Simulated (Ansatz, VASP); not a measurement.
## One calculation of NbH, two programs

Contents of INCAR:

```
SYSTEM = NbH
ALGO = Normal
EDIFF = 1E-6
ENCUT = 520
GGA = CA
ISIF = 2
ISMEAR = 0
LASPH = .TRUE.
LCHARG = .FALSE.
LREAL = .FALSE.
LWAVE = .FALSE.
NBANDS = 14
NELM = 100
PREC = Accurate
SIGMA = 0.15
```

Contents of KPOINTS:

```
k-points
0
G
  20 20 20
  0 0 0
```

POSCAR

```
NbH
1.0
   -1.6069640000      1.6310684600      1.9843010000
    1.6069640000     -1.6310684600      1.9843010000
    1.6069640000      1.6310684600     -1.9843010000
Nb H
1 1
Direct
    0.0000000000      0.0000000000      0.0000000000
    0.5000000000      0.5000000000      0.0000000000
```

Input for Ansatz:

```yaml
crystal:
  lattice:
    - [-1.606964, 1.63106846, 1.984301]
    - [1.606964, -1.63106846, 1.984301]
    - [1.606964, 1.63106846, -1.984301]
  atoms:
    - { symbol: Nb, position: [0.0, 0.0, 0.0] }
    - { symbol: H, position: [0.5, 0.5, 0.0] }
basis:
  ecutwfc: 420
kpoints:
  mp_grid: { grid: [20, 20, 20] }
hamiltonian:
  xc: lda
scf:
  occupations: { method: gaussian, width: 0.15 }
output:
  forces: true
  stress: true
  eigenvalues: true
```

Change from the starting cell: strain +0.0150 x Voigt [0, 1, 0, 0, 0, 0], atoms carried along.

Alike in both runs: task single point; functional LDA; k mesh 20 × 20 × 20; occupations gaussian, width 0.15 eV; no spin polarisation.

|  | VASP | Ansatz |
| --- | --- | --- |
| version | VASP 6.6.1 | Ansatz 0.2.0 |
| potentials or method | VASP PAW LDA potentials, release 64 (Nb_sv, H), cutoff 520 eV | scalar-relativistic, plane waves, PAW |
| valence electrons in the cell | 14 | 14 |

VASP gave:

```
gap on the k mesh at the Fermi level (eV)                     : none
pressure (GPa)                                                : -13.4
traceless stress, the component that is largest in VASP (GPa) : 1.16
```

Task: Estimate Ansatz's values.

Result: gap on the k mesh at the Fermi level (eV): none; pressure (GPa): -13.2; traceless stress, the component that is largest in VASP (GPa): 1.17.

LDA's correlation is that of Perdew and Zunger in VASP and of Perdew and Wang (1992) in Ansatz. A gap of «none» marks a metal or a gap that the smearing closes.
